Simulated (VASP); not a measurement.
# NaCl (Pm-3m) in VASP: a series of runs

Runs on NaCl. Level: PBE. Tasks: single point.

Program: VASP 6.6.1. These are calculated values, not measurements. Logs are shortened: lines on timing, memory, paths and dates and some standing lists are left out, and cuts for length are marked.

## Step 1: The cell of the first run

Symmetry: Pm-3m, No. 221, cubic system. Conventional cell: a = 3.340 Å, b = 3.340 Å, c = 3.340 Å, α = 90.00°, β = 90.00°, γ = 90.00°. Na (site symmetry m-3m) has 8 Cl at 2.89 Å and 6 Na at 3.34 Å within 3.8 Å. Cl (site symmetry m-3m) has 8 Na at 2.89 Å and 6 Cl at 3.34 Å within 3.8 Å.

## Step 2: Single point, PBE (volume changed by -10%)

INCAR

```
SYSTEM = NaCl
PREC     = Accurate       ! precision mode
ENCUT    = 520            ! plane-wave cutoff, eV
EDIFF    = 1E-6           ! SCF threshold, eV
ISMEAR   = 0              ! smearing method
SIGMA    = 0.01           ! smearing width, eV
LREAL    = .False.        ! projectors in reciprocal space
LASPH    = .True.         ! aspherical terms in the spheres
NELM     = 80             ! most SCF steps
ALGO     = Normal         ! electronic algorithm
ISIF     = 2              ! what is computed and relaxed
LWAVE    = .False.        ! write WAVECAR
LCHARG   = .True.         ! write CHGCAR
GGA      = PE             ! functional
LELF     = .True.         ! ELF
LVHAR    = .True.       
NBANDS   = 14             ! bands
```

KPOINTS

```
regular mesh
0
Gamma
  4 4 4
  0 0 0
```

POSCAR

```
NaCl
1.0
    3.3401547417      0.0000000000      0.0000000000
    0.0000000000      3.3401547417      0.0000000000
    0.0000000000      0.0000000000      3.3401547417
Na Cl
1 1
Direct
    0.0000000000      0.0000000000      0.0000000000
    0.5000000000      0.5000000000      0.5000000000
```

Potentials or basis: VASP PAW PBE potentials, release 64 (Na_pv, Cl).

Run with:

```bash
cat potpaw_PBE.64/Na_pv/POTCAR potpaw_PBE.64/Cl/POTCAR > POTCAR
mpirun -np 1 vasp_std > vasp.out
```

OUTCAR:

```text
SYSTEM = NaCl
   PREC = Accurate
   ENCUT = 520
   EDIFF = 1E-6
   ISMEAR = 0
   LREAL = .False.
   LASPH = .True.
   NELM = 80
   ISIF = 2
   GGA = PE

 ion  position               nearest neighbor table
   1  0.000  0.000  0.000-
   2  0.500  0.500  0.500-

  LATTYP: Found a simple cubic cell.
 ALAT       =     3.3401547417

  Lattice vectors:

 A1 = (   3.3401547417,   0.0000000000,   0.0000000000)
 A2 = (   0.0000000000,   3.3401547417,   0.0000000000)
 A3 = (   0.0000000000,   0.0000000000,   3.3401547417)

Analysis of symmetry for initial positions (statically):
=====================================================================
 Subroutine PRICEL returns:
 Original cell was already a primitive cell.

 Routine SETGRP: Setting up the symmetry group for a
 simple cubic supercell.

 Subroutine GETGRP returns: Found 48 space group operations
 (whereof 48 operations were pure point group operations)
 out of a pool of 48 trial point group operations.

The static configuration has the point symmetry O_h .

Analysis of symmetry for dynamics (positions and initial velocities):
=====================================================================
 Subroutine PRICEL returns:
 Original cell was already a primitive cell.

 Routine SETGRP: Setting up the symmetry group for a
 simple cubic supercell.

 Subroutine GETGRP returns: Found 48 space group operations
 (whereof 48 operations were pure point group operations)
 out of a pool of 48 trial point group operations.

The dynamic configuration has the point symmetry O_h .

 Subroutine INISYM returns: Found 48 space group operations
 (whereof 48 operations are pure point group operations),
 and found     1 'primitive' translations

----------------------------------------------------------------------------------------

                                     Primitive cell

  volume of cell :      37.2649

  direct lattice vectors                    reciprocal lattice vectors
     3.340154742  0.000000000  0.000000000     0.299387327  0.000000000  0.000000000
     0.000000000  3.340154742  0.000000000     0.000000000  0.299387327  0.000000000
     0.000000000  0.000000000  3.340154742     0.000000000  0.000000000  0.299387327

  length of vectors
     3.340154742  3.340154742  3.340154742     0.299387327  0.299387327  0.299387327

  position of ions in fractional coordinates (direct lattice)
     0.000000000  0.000000000  0.000000000
     0.500000000  0.500000000  0.500000000

[... 70 lines left out ...]
   TEBEG  =    0.0;   TEEND  =   0.0 temperature during run
   PSTRESS=    0.0 pullay stress
   NELECT =      14.0000    total number of electrons
   NUPDOWN=      -1.0000    fix difference up-down
   EMIN   =  10.00;   EMAX   =-10.00  energy-range for DOS
   EFERMI =   0.00;   METHOD = LEGACY
   ISMEAR =     0;   SIGMA  =   0.01  broadening in eV -4-tet -1-fermi 0-gaus
   EFERMI_NEDOS =   21; number of points for ismear=-14 and -15
   IALGO  =     38    algorithm
   IMIX   =      4    mixing-type and parameters
     AMIX     =   0.40;   BMIX     =  1.00
     AMIX_MAG =   1.60;   BMIX_MAG =  1.00
  volume/ion in A,a.u.               =      18.63       125.74
  Fermi-wavevector in a.u.,A,eV,Ry     =   1.181275  2.232286 18.985706  1.395410
  Thomas-Fermi vector in A             =   2.317551
   LORBIT       =      0    0 simple, 1 ext, 2 COOP (PROOUT), +10 PAW based schemes
   GGA     = PE    functional components
   LHFCALC =     F    Hartree Fock is set to
   AEXX    =    0.0000 exact exchange contribution
   IVDW    =     0    specifies the selected vdW correction
   LEPSILON=     F    determine dielectric tensor
   LRPA    =     F    only Hartree local field effects (RPA)
 non-spin polarized calculation
 Gauss-broadening in eV      SIGMA  =   0.01
  energy-cutoff  :      520.00
  volume of cell :       37.26
 maximum number of plane-waves:      1024
 NGX is ok and might be reduce to    28
   NGX = 13   NGY = 13   NGZ = 13

 number of electron      13.9999997 magnetization

 Free energy of the ion-electron system (eV)
  ---------------------------------------------------
  ext. energy  EPLUGINS =         0.00000000
  ---------------------------------------------------
  free energy    TOTEN  =        -6.37075732 eV

  energy without entropy =       -6.37075732  energy(sigma->0) =       -6.37075732

 E-fermi :   1.5715     XC(G=0):  -9.0602

 val. band max:        1.5213856244   @ k =   0.5000   0.5000   0.0000
 cond. band min:       6.0252064223   @ k =   0.0000   0.0000   0.0000
 fundamental gap:      4.5038207979
 Fermi energy:         1.5715035070

 k-point     1 :       0.0000    0.0000    0.0000
  band No.  band energies     occupation
      1     -20.4780      2.00000
      2     -20.4780      2.00000
      3     -20.4780      2.00000
      4     -12.4102      2.00000
      5       0.9019      2.00000
      6       0.9019      2.00000
      7       0.9019      2.00000
      8       6.0252      0.00000
      9       9.8920      0.00000
     10       9.8920      0.00000
     11      17.9236      0.00000
     12      17.9236      0.00000
     13      17.9237      0.00000
     14      18.5973      0.00000
[... 139 lines left out ...]
      1     -20.5210      2.00000
      2     -20.5210      2.00000
      3     -20.5210      2.00000
      4     -11.1270      2.00000
      5      -0.8042      2.00000
      6      -0.8042      2.00000
      7      -0.8042      2.00000
      8       8.6034      0.00000
      9       8.6034      0.00000
     10       8.6034      0.00000
     11      14.3271      0.00000
     12      18.8458      0.00000
     13      18.8458      0.00000
     14      18.8458      0.00000

------------------------ aborting loop because EDIFF is reached ----------------------------------------

  FORCE on cell =-STRESS in cart. coord.  units (eV):
  Direction    XX          YY          ZZ          XY          YZ          ZX
  --------------------------------------------------------------------------------------
  -------------------------------------------------------------------------------------
  Total        1.2614369      1.2614369      1.2614369     -0.0000000      0.0000000      0.0000000
  in kB       54.2345887     54.2345887     54.2345887     -0.0000000      0.0000000      0.0000000
  external PRESSURE =      54.2345887 kB  Pullay stress =       0.0000000 kB

 VOLUME and BASIS-vectors are now :
 -----------------------------------------------------------------------------
  energy-cutoff  :      520.00
  volume of cell :       37.26
      direct lattice vectors                 reciprocal lattice vectors
     3.340154742  0.000000000  0.000000000     0.299387327  0.000000000  0.000000000
     0.000000000  3.340154742  0.000000000     0.000000000  0.299387327  0.000000000
     0.000000000  0.000000000  3.340154742     0.000000000  0.000000000  0.299387327

 POSITION                                       TOTAL-FORCE (eV/Angst)
 -----------------------------------------------------------------------------------
      0.00000      0.00000      0.00000         0.000000      0.000000      0.000000
      1.67008      1.67008      1.67008         0.000000      0.000000      0.000000
 -----------------------------------------------------------------------------------
    total drift:                               -0.000000      0.000000      0.000000

  FREE ENERGIE OF THE ION-ELECTRON SYSTEM (eV)
  ---------------------------------------------------
  free  energy   TOTEN  =        -6.3707573241 eV

  energy  without entropy=       -6.3707573241  energy(sigma->0) =       -6.37075732
```

OSZICAR:

```text
N       E                     dE             d eps       ncg     rms          rms(c)
DAV:   1     0.101461960369E+03    0.10146E+03   -0.70366E+03   280   0.111E+03
DAV:   2     0.465277239529E+00   -0.10100E+03   -0.93488E+02   316   0.284E+02
DAV:   3    -0.650536363021E+01   -0.69706E+01   -0.69332E+01   328   0.704E+01
DAV:   4    -0.660394934516E+01   -0.98586E-01   -0.98532E-01   334   0.855E+00
DAV:   5    -0.660587655873E+01   -0.19272E-02   -0.19271E-02   346   0.127E+00    0.254E+00
DAV:   6    -0.640003973222E+01    0.20584E+00   -0.25793E-01   368   0.353E+00    0.181E+00
DAV:   7    -0.637080148695E+01    0.29238E-01   -0.93182E-02   402   0.199E+00    0.122E+00
DAV:   8    -0.637094947136E+01   -0.14798E-03   -0.96836E-03   304   0.955E-01    0.464E-01
DAV:   9    -0.637071160217E+01    0.23787E-03   -0.46289E-04   346   0.175E-01    0.173E-01
DAV:  10    -0.637075862647E+01   -0.47024E-04   -0.15061E-04   322   0.110E-01    0.193E-02
DAV:  11    -0.637075724859E+01    0.13779E-05   -0.76041E-06   358   0.276E-02    0.737E-03
DAV:  12    -0.637075732407E+01   -0.75473E-07   -0.12573E-06   334   0.116E-02
   1 F= -.63707573E+01 E0= -.63707573E+01  d E =-.326399E-14
```

stdout:

```text
POSCAR found type information on POSCAR NaCl
 POSCAR found :  2 types and       2 ions
 scaLAPACK will be used
 LDA part: xc-table for (Slater+PW92), standard interpolation
 POSCAR, INCAR and KPOINTS ok, starting setup
 FFT: planning ... GRIDC
 FFT: planning ... GRID_SOFT
 FFT: planning ... GRID
 WAVECAR not read
 entering main loop
```

It took 3.2 s on 1 thread of Intel Xeon 6975P-C (Granite Rapids), shared host; peak memory 0.14 GiB.

What came out:

| Item | Value |
| --- | --- |
| Free energy | -6.3708 eV |
| Pressure | 5.4 GPa |
| Band gap on the k mesh | 4.50 eV, indirect (least direct gap 5.12 eV) |

Caveat: the k points lie up to 0.47 Å⁻¹ apart; the cell differs from its parent crystal (volume changed by -10%). A k mesh can miss the band edges.

## Step 3: Single point, PBE

This run uses another cell than the first one, of 20.70 Å³/atom, 1.111 times its volume.

INCAR

```
  PREC = Accurate
  ENCUT = 520
  EDIFF = 1E-6
  ISMEAR = 0
  SIGMA = 0.01
  LREAL = False
  LASPH = True
  NELM = 80
  ALGO = Normal
  ISIF = 2
  LWAVE = False
  LCHARG = False
  GGA = PE
  NBANDS = 14
```

KPOINTS

```
Automatic mesh
0
Gamma
  4 4 4
```

POSCAR

```
NaCl
1.0
    3.4595457961      0.0000000000      0.0000000000
    0.0000000000      3.4595457961      0.0000000000
    0.0000000000      0.0000000000      3.4595457961
Na Cl
1 1
Direct
    0.0000000000      0.0000000000      0.0000000000
    0.5000000000      0.5000000000      0.5000000000
```

Potentials or basis: VASP PAW PBE potentials, release 64 (Na_pv, Cl).

Run with:

```bash
cat potpaw_PBE.64/Na_pv/POTCAR potpaw_PBE.64/Cl/POTCAR > POTCAR
mpirun -np 1 vasp_std > vasp.out
```

Wall time 3.2 s (1 thread of Intel Xeon 6975P-C (Granite Rapids), shared host); peak memory 0.14 GiB.

Results (log left out):

| Property | Result |
| --- | --- |
| Free energy | -6.4532 eV |
| Pressure | 1.2 GPa |
| Band gap on the k mesh | 4.10 eV, indirect (least direct gap 4.62 eV) |

Levels at points of the mesh, in eV from the valence-band top:
```
           k point  band 5  band 6  band 7  band 8  band 9  band 10
(0.00, 0.00, 0.00)   -0.52   -0.52   -0.52    4.10    8.53     8.53
(0.50, 0.00, 0.00)   -3.11   -0.27   -0.27    7.03    8.81    10.50
(0.50, 0.50, 0.00)   -2.39   -2.39    0.00    5.53    9.96    11.27
(0.50, 0.50, 0.50)   -1.96   -1.96   -1.96    7.11    7.11     7.11
```

Caveat: the k points lie up to 0.45 Å⁻¹ apart.

## Step 4: Single point, PBE (volume changed by -5%)

INCAR

```
SYSTEM = NaCl
PREC = Accurate ; ENCUT = 520
EDIFF = 1E-6 ; ISMEAR = 0
SIGMA = 0.01 ; LREAL = .FALSE.
LASPH = .TRUE. ; NELM = 80
ALGO = Normal ; ISIF = 2
LWAVE = .FALSE. ; LCHARG = .FALSE.
GGA = PE ; NBANDS = 14
```

KPOINTS

```
Automatic mesh
0
G
  4 4 4
  0 0 0
```

POSCAR

```
NaCl
1.0
    3.4008980968      0.0000000000      0.0000000000
    0.0000000000      3.4008980968      0.0000000000
    0.0000000000      0.0000000000      3.4008980968
Na Cl
1 1
Direct
    0.0000000000      0.0000000000      0.0000000000
    0.5000000000      0.5000000000      0.5000000000
```

Potentials or basis: VASP PAW PBE potentials, release 64 (Na_pv, Cl).

Run with:

```bash
cat potpaw_PBE.64/Na_pv/POTCAR potpaw_PBE.64/Cl/POTCAR > POTCAR
mpirun -np 1 vasp_std > vasp.out
```

OUTCAR:

```text
SYSTEM = NaCl
   PREC = Accurate
   ENCUT = 520
   EDIFF = 1E-6
   ISMEAR = 0
   LREAL = .FALSE.
   LASPH = .TRUE.
   NELM = 80
   ISIF = 2
   GGA = PE

 ion  position               nearest neighbor table
   1  0.000  0.000  0.000-
   2  0.500  0.500  0.500-

  LATTYP: Found a simple cubic cell.
 ALAT       =     3.4008980968

  Lattice vectors:

 A1 = (   3.4008980968,   0.0000000000,   0.0000000000)
 A2 = (   0.0000000000,   3.4008980968,   0.0000000000)
 A3 = (   0.0000000000,   0.0000000000,   3.4008980968)

Analysis of symmetry for initial positions (statically):
=====================================================================
 Subroutine PRICEL returns:
 Original cell was already a primitive cell.

 Routine SETGRP: Setting up the symmetry group for a
 simple cubic supercell.

 Subroutine GETGRP returns: Found 48 space group operations
 (whereof 48 operations were pure point group operations)
 out of a pool of 48 trial point group operations.

The static configuration has the point symmetry O_h .
[... 156 lines left out ...]
      1     -20.9365      2.00000
      2     -20.9365      2.00000
      3     -20.9365      2.00000
      4     -12.6207      2.00000
      5       0.5155      2.00000
      6       0.5155      2.00000
      7       0.5155      2.00000
      8       5.3696      0.00000
      9       9.5455      0.00000
     10       9.5455      0.00000
     11      17.2999      0.00000
     12      17.3000      0.00000
     13      17.3029      0.00000
     14      17.6152      0.00000
[... 139 lines left out ...]
      1     -20.9723      2.00000
      2     -20.9723      2.00000
      3     -20.9723      2.00000
      4     -11.4990      2.00000
      5      -1.0482      2.00000
      6      -1.0482      2.00000
      7      -1.0482      2.00000
      8       8.1872      0.00000
      9       8.1872      0.00000
     10       8.1872      0.00000
     11      13.4379      0.00000
     12      17.8396      0.00000
     13      17.8396      0.00000
     14      17.8396      0.00000

------------------------ aborting loop because EDIFF is reached ----------------------------------------

  FORCE on cell =-STRESS in cart. coord.  units (eV):
  Direction    XX          YY          ZZ          XY          YZ          ZX
  --------------------------------------------------------------------------------------
  -------------------------------------------------------------------------------------
  Total        0.7455041      0.7455041      0.7455041      0.0000000      0.0000000      0.0000000
  in kB       30.3654536     30.3654536     30.3654536      0.0000000      0.0000000      0.0000000
  external PRESSURE =      30.3654536 kB  Pullay stress =       0.0000000 kB

 VOLUME and BASIS-vectors are now :
 -----------------------------------------------------------------------------
  energy-cutoff  :      520.00
  volume of cell :       39.34
      direct lattice vectors                 reciprocal lattice vectors
     3.400898097  0.000000000  0.000000000     0.294039978  0.000000000  0.000000000
     0.000000000  3.400898097  0.000000000     0.000000000  0.294039978  0.000000000
     0.000000000  0.000000000  3.400898097     0.000000000  0.000000000  0.294039978

 POSITION                                       TOTAL-FORCE (eV/Angst)
 -----------------------------------------------------------------------------------
      0.00000      0.00000      0.00000         0.000000      0.000000      0.000000
      1.70045      1.70045      1.70045         0.000000      0.000000      0.000000
 -----------------------------------------------------------------------------------
    total drift:                               -0.000000      0.000000      0.000000

  FREE ENERGIE OF THE ION-ELECTRON SYSTEM (eV)
  ---------------------------------------------------
  free  energy   TOTEN  =        -6.4254086372 eV

  energy  without entropy=       -6.4254086372  energy(sigma->0) =       -6.42540864
```

OSZICAR:

```text
N       E                     dE             d eps       ncg     rms          rms(c)
DAV:   1     0.978154437247E+02    0.97815E+02   -0.70932E+03   280   0.109E+03
DAV:   2     0.930444535695E+00   -0.96885E+02   -0.90152E+02   322   0.267E+02
DAV:   3    -0.655518971009E+01   -0.74856E+01   -0.74481E+01   358   0.705E+01
DAV:   4    -0.666495867867E+01   -0.10977E+00   -0.10974E+00   304   0.918E+00
DAV:   5    -0.666733557710E+01   -0.23769E-02   -0.23768E-02   400   0.137E+00    0.242E+00
DAV:   6    -0.645465413523E+01    0.21268E+00   -0.27572E-01   368   0.346E+00    0.172E+00
DAV:   7    -0.642540119673E+01    0.29253E-01   -0.92921E-02   404   0.191E+00    0.118E+00
DAV:   8    -0.642558036057E+01   -0.17916E-03   -0.10129E-02   304   0.946E-01    0.438E-01
DAV:   9    -0.642534908001E+01    0.23128E-03   -0.46123E-04   364   0.167E-01    0.173E-01
DAV:  10    -0.642540985209E+01   -0.60772E-04   -0.16886E-04   316   0.107E-01    0.204E-02
DAV:  11    -0.642540860928E+01    0.12428E-05   -0.72533E-06   346   0.259E-02    0.874E-03
DAV:  12    -0.642540863720E+01   -0.27915E-07   -0.16832E-06   328   0.124E-02
   1 F= -.64254086E+01 E0= -.64254086E+01  d E =-.517271E-33
```

It took 3 s on 1 thread of Intel Xeon 6975P-C (Granite Rapids), shared host; peak memory 0.14 GiB.

Results:

```yaml
Free_energy: -6.4254 eV
Pressure: 3.0 GPa
Band_gap_on_the_k_mesh: 4.29 eV, indirect (least direct gap 4.85 eV)
```

Levels at points of the mesh, in eV from the valence-band top:
| k point | band 4 | band 5 | band 6 | band 7 | band 8 | band 9 | band 10 | band 11 |
| --- | --- | --- | --- | --- | --- | --- | --- | --- |
| (0.00, 0.00, 0.00) | -13.70 | -0.57 | -0.57 | -0.57 | 4.29 | 8.46 | 8.46 | 16.22 |
| (0.50, 0.00, 0.00) | -13.25 | -3.35 | -0.30 | -0.30 | 7.20 | 9.18 | 10.46 | 12.05 |
| (0.50, 0.50, 0.00) | -12.92 | -2.59 | -2.59 | 0.00 | 5.51 | 10.06 | 11.62 | 11.62 |
| (0.50, 0.50, 0.50) | -12.58 | -2.13 | -2.13 | -2.13 | 7.10 | 7.10 | 7.10 | 12.36 |

Caveat: the k points lie up to 0.46 Å⁻¹ apart; the cell differs from its parent crystal (volume changed by -5%). A k mesh can miss the band edges.

## Step 5: Summary

```csv
cell,gap on the mesh (eV),pressure (GPa)
"a = 3.340 Å, 2 atoms",4.50,5.4
"a = 3.460 Å, 2 atoms",4.10,1.2
"a = 3.401 Å, 2 atoms",4.29,3.0
```

Alike in all rows: task single point; level PBE; potentials or basis VASP PAW PBE potentials, release 64 (Na_pv, Cl); no spin polarisation; k mesh 4 × 4 × 4; cutoff (eV) 520; smearing gaussian 0.01 eV.

Caveats: all runs use coarse meshes.

Absolute energies hang on the potentials; compare differences alone.
